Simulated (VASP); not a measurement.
# Ge (Fmmm) in VASP: further runs

Runs on Ge. Level: PBEsol+D3(BJ). Tasks: single point.

Program: VASP 6.6.1. These are calculated values, not measurements. Logs are shortened: lines on timing, memory, paths and dates and some standing lists are left out, and cuts for length are marked.

**1. The cell of the first run**

Symmetry: Fmmm, No. 69, orthorhombic system. The conventional cell has a = 5.261 Å, b = 5.771 Å, c = 10.231 Å, α = 90.00°, β = 90.00°, γ = 90.00°. Within 3.7 Å of Ge (site symmetry mm2) lie 12 Ge at 2.71 to 3.69 Å. Within 3.4 Å of Ge (site symmetry m2m) lie 8 Ge at 2.61 to 3.17 Å.

**2. Single point, PBEsol+D3(BJ)**

The input, INCAR:

```
ALGO = Normal
EDIFF = 1E-6
ENCUT = 520
GGA = PS
ISIF = 2
ISMEAR = 0
IVDW = 12
LASPH = T
LCHARG = F
LREAL = F
LWAVE = F
NBANDS = 36
NELM = 80
PREC = Accurate
SIGMA = 0.2
```

The input, KPOINTS:

```
k-points
0
Gamma
  7 7 7
```

The input, POSCAR:

```
Ge
1.0
    0.0000000000      2.8857400000      5.1156650000
    2.6304970000      0.0000000000      5.1156650000
    2.6304970000      2.8857400000      0.0000000000
Ge
4
Direct
    0.7818670000      0.7818670000      0.2181330000
    0.2181330000      0.2181330000      0.7818670000
    0.2735100000      0.7264900000      0.2735100000
    0.7264900000      0.2735100000      0.7264900000
```

Potentials or basis: VASP PAW PBE potentials, release 64 (Ge_d).

The run is started by

```console
> cat potpaw_PBE.64/Ge_d/POTCAR > POTCAR
> mpirun -np 1 vasp_std > vasp.out
```

OUTCAR:

```text
EDIFF = 1E-6
   ENCUT = 520
   GGA = PS
   ISIF = 2
   ISMEAR = 0
   IVDW = 12
   LASPH = T
   LREAL = F
   NELM = 80
   PREC = Accurate
 IVDW          = 12

 ion  position               nearest neighbor table
   1  0.782  0.782  0.218-   2 2.71   2 2.71   3 2.73   4 2.73
   2  0.218  0.218  0.782-   1 2.71   1 2.71   3 2.73   4 2.73
   3  0.274  0.726  0.274-   4 2.61   4 2.64   4 2.64   2 2.73   1 2.73
   4  0.726  0.274  0.726-   3 2.61   3 2.64   3 2.64   2 2.73   1 2.73

  LATTYP: Found a face centered orthorhombic cell.
 ALAT       =     5.2609940000
 B/A-ratio  =     1.0970322338
 C/A-ratio  =     1.9447522654

  Lattice vectors:

 A1 = (   0.0000000000,   2.8857400000,   5.1156650000)
 A2 = (   2.6304970000,   0.0000000000,   5.1156650000)
 A3 = (   2.6304970000,   2.8857400000,   0.0000000000)

Analysis of symmetry for initial positions (statically):
=====================================================================
 Subroutine PRICEL returns:
 Original cell was already a primitive cell.

 Routine SETGRP: Setting up the symmetry group for a
 face centered orthorhombic supercell.

 Subroutine GETGRP returns: Found  8 space group operations
 (whereof  8 operations were pure point group operations)
 out of a pool of  8 trial point group operations.

The static configuration has the point symmetry D_2h.

Analysis of symmetry for dynamics (positions and initial velocities):
=====================================================================
 Subroutine PRICEL returns:
 Original cell was already a primitive cell.

 Routine SETGRP: Setting up the symmetry group for a
 face centered orthorhombic supercell.

 Subroutine GETGRP returns: Found  8 space group operations
 (whereof  8 operations were pure point group operations)
 out of a pool of  8 trial point group operations.

The dynamic configuration has the point symmetry D_2h.

 Subroutine INISYM returns: Found  8 space group operations
 (whereof  8 operations are pure point group operations),
 and found     1 'primitive' translations

----------------------------------------------------------------------------------------

                                     Primitive cell

[... 90 lines left out ...]
   LSORBIT =      F    spin-orbit coupling
   LASPH  =      T    aspherical Exc in radial PAW
   ENCUT  =  520.0 eV  38.22 Ry    6.18 a.u.  10.92 10.70  7.26*2*pi/ulx,y,z
   NELM   =     80;   NELMIN=  2; NELMDL= -5     # of ELM steps
   EDIFF  = 0.1E-05   stopping-criterion for ELM
   LREAL  =      F    real-space projection
   EDIFFG = 0.1E-04   stopping-criterion for IOM
   NSW    =      0    number of steps for IOM
   IBRION =     -1    ionic relax: 0-MD 1-quasi-New 2-CG
   NFREE  =      0    steps in history (QN), initial steepest desc. (CG)
   ISIF   =      2    stress and relaxation
   ISYM   =      2    0-nonsym 1-usesym 2-fastsym
   POTIM  = 0.5000    time-step for ionic-motion
   TEBEG  =    0.0;   TEEND  =   0.0 temperature during run
   PSTRESS=    0.0 pullay stress
   NELECT =      56.0000    total number of electrons
   NUPDOWN=      -1.0000    fix difference up-down
   EMIN   =  10.00;   EMAX   =-10.00  energy-range for DOS
   EFERMI =   0.00;   METHOD = LEGACY
   ISMEAR =     0;   SIGMA  =   0.20  broadening in eV -4-tet -1-fermi 0-gaus
   EFERMI_NEDOS =   21; number of points for ismear=-14 and -15
   IALGO  =     38    algorithm
   IMIX   =      4    mixing-type and parameters
     AMIX     =   0.40;   BMIX     =  1.00
     AMIX_MAG =   1.60;   BMIX_MAG =  1.00
  volume/ion in A,a.u.               =      19.42       131.03
  Fermi-wavevector in a.u.,A,eV,Ry     =   1.468008  2.774133 29.321208  2.155048
  Thomas-Fermi vector in A             =   2.583557
   LORBIT       =      0    0 simple, 1 ext, 2 COOP (PROOUT), +10 PAW based schemes
   GGA     = PS    functional components
   LHFCALC =     F    Hartree Fock is set to
   AEXX    =    0.0000 exact exchange contribution
   IVDW    =    12    specifies the selected vdW correction
   LEPSILON=     F    determine dielectric tensor
   LRPA    =     F    only Hartree local field effects (RPA)
 non-spin polarized calculation
 Gauss-broadening in eV      SIGMA  =   0.20
  energy-cutoff  :      520.00
  volume of cell :       77.67
 maximum number of plane-waves:      2111
 NGX is ok and might be reduce to    48
   NGX = 21   NGY = 21   NGZ = 15

 number of electron      55.9999999 magnetization

 Free energy of the ion-electron system (eV)
  ---------------------------------------------------
  ext. energy  EPLUGINS =         0.00000000
  ---------------------------------------------------
  free energy    TOTEN  =       -19.03490947 eV

  energy without entropy =      -19.00434259  energy(sigma->0) =      -19.01962603

 E-fermi :   6.1243     XC(G=0): -11.2298

 val. band max:        6.0826643349   @ k =   0.2857   0.1429   0.0000
 cond. band min:       6.1390842410   @ k =  -0.2857   0.1429  -0.0000
 fundamental gap:      0.0564199061
 Fermi energy:         6.1243176516

 k-point     1 :       0.0000    0.0000    0.0000
  band No.  band energies     occupation
      1     -18.5105      2.00000
      2     -18.4601      2.00000
      3     -18.4262      2.00000
      4     -18.4164      2.00000
      5     -18.4134      2.00000
      6     -18.4087      2.00000
[... 925 lines left out ...]
     35      12.7207      0.00000
     36      13.5110      0.00000

 [... further k-points ...]

------------------------ aborting loop because EDIFF is reached ----------------------------------------

 Edisp (eV)   -1.26683

 E8    (eV) :    -0.8447

  FORCE on cell =-STRESS in cart. coord.  units (eV):
  Direction    XX          YY          ZZ          XY          YZ          ZX
  --------------------------------------------------------------------------------------
  -------------------------------------------------------------------------------------
  Total      -3.33697    -2.81827    -3.14375     0.00000     0.00000     0.00000
  in kB     -68.83912   -58.13875   -64.85319     0.00000     0.00000     0.00000
  external pressure =      -63.94 kB  Pullay stress =        0.00 kB

 VOLUME and BASIS-vectors are now :
 -----------------------------------------------------------------------------
  energy-cutoff  :      520.00
  volume of cell :       77.67
      direct lattice vectors                 reciprocal lattice vectors
     0.000000000  2.885740000  5.115665000    -0.190078149  0.173265783  0.097739004
     2.630497000  0.000000000  5.115665000     0.190078149 -0.173265783  0.097739004
     2.630497000  2.885740000  0.000000000     0.190078149  0.173265783 -0.097739004

 POSITION                                       TOTAL-FORCE (eV/Angst)
 -----------------------------------------------------------------------------------
      2.63050      2.88574      7.99954         0.000000     -0.000000     -0.047331
      2.63050      2.88574      2.23179         0.000000     -0.000000      0.047331
      2.63050      1.57856      5.11566         0.000000      0.037091      0.000000
      2.63050      4.19292      5.11566         0.000000     -0.037091      0.000000
 -----------------------------------------------------------------------------------
    total drift:                                0.000000      0.000000      0.000000

  FREE ENERGIE OF THE ION-ELECTRON SYSTEM (eV)
  ---------------------------------------------------
  free  energy   TOTEN  =       -20.3017416703 eV

  energy  without entropy=      -20.2711747904  energy(sigma->0) =      -20.28645823
```

stdout:

```text
POSCAR found type information on POSCAR Ge
 POSCAR found :  1 types and       4 ions
 scaLAPACK will be used
 -----------------------------------------------------------------------------
|                                                                             |
|                                                                             |
|     You enforced a specific xc type in the INCAR file but a different       |
|     I HOPE YOU KNOW WHAT YOU ARE DOING!                                     |
|                                                                             |
 -----------------------------------------------------------------------------

 LDA part: xc-table for (Slater+PW92), standard interpolation
 POSCAR, INCAR and KPOINTS ok, starting setup
 FFT: planning ... GRIDC
 FFT: planning ... GRID_SOFT
 FFT: planning ... GRID
 WAVECAR not read
 entering main loop
```

It took 2.4 min on 1 thread of Intel Xeon Platinum 8559C (Emerald Rapids), shared host; peak memory 0.31 GiB.

Results:

```yaml
Free_energy: -20.3017 eV
Pressure: -6.4 GPa
Largest_force: 0.047 eV/Å
Band_gap_on_the_k_mesh: zero (bands 28 and 29 overlap by 2.71 eV)
Dispersion_energy_per_atom: -0.317 eV
```

Forces in eV/Å, atoms in the order of the input:
```
Ge   0.000  0.000 -0.047
Ge   0.000  0.000  0.047
Ge   0.000  0.037  0.000
Ge   0.000 -0.037  0.000
```

Levels at points of the mesh, in eV from the Fermi level:
| k point | band 24 | band 25 | band 26 | band 27 | band 28 | band 29 | band 30 | band 31 | band 32 | band 33 |
| --- | --- | --- | --- | --- | --- | --- | --- | --- | --- | --- |
| (0.00, 0.00, 0.00) | -3.75 | -2.84 | -2.28 | -1.93 | -1.77 | -1.54 | 2.95 | 3.72 | 4.10 | 6.28 |

Caveat: the cell stands under tension; the PAW data sets were made with another functional, which shifts forces and pressure a little.

**3. Single point, PBEsol+D3(BJ)**

The input, INCAR:

```
  PREC = Accurate
  ENCUT = 520
  EDIFF = 1E-6
  ISMEAR = 0
  SIGMA = 0.1
  LREAL = F
  LASPH = T
  NELM = 80
  ALGO = Normal
  ISIF = 2
  LWAVE = F
  LCHARG = F
  GGA = PS
  IVDW = 12
  NBANDS = 36
```

The input, KPOINTS:

```
Automatic mesh
0
Gamma
  7 7 7
```

POSCAR is that of step 2.

Potentials or basis: VASP PAW PBE potentials, release 64 (Ge_d).

The run is started by

```console
> cat potpaw_PBE.64/Ge_d/POTCAR > POTCAR
> mpirun -np 1 vasp_std > vasp.out
```

Run time: 2.2 min. Hardware: 1 thread of Intel Xeon Platinum 8559C (Emerald Rapids), shared host; peak memory 0.32 GiB.

Results (log left out):

| Item | Value |
| --- | --- |
| Free energy | -20.2903 eV |
| Pressure | -6.4 GPa |
| Largest force | 0.040 eV/Å |
| Band gap on the k mesh | zero (bands 28 and 29 overlap by 2.71 eV) |
| Dispersion energy per atom | -0.317 eV |

Forces on the atoms (eV/Å):
```
Ge   0.000  0.000 -0.039
Ge   0.000  0.000  0.039
Ge   0.000  0.040  0.000
Ge   0.000 -0.040  0.000
```

Stress tensor (GPa, compression positive):
```
-6.91  0.00  0.00
 0.00 -5.96  0.00
 0.00  0.00 -6.30
```

Levels at points of the mesh, in eV from the Fermi level:
```
           k point  band 25  band 26  band 27  band 28  band 29  band 30  band 31  band 32
(0.00, 0.00, 0.00)    -2.85    -2.29    -1.94    -1.78    -1.55     2.95     3.71     4.09
```

Caveat: the cell stands under tension; the PAW data sets were made with another functional, which shifts forces and pressure a little.

The gap in the log of VASP goes by the Fermi energy; the results here count the filled bands.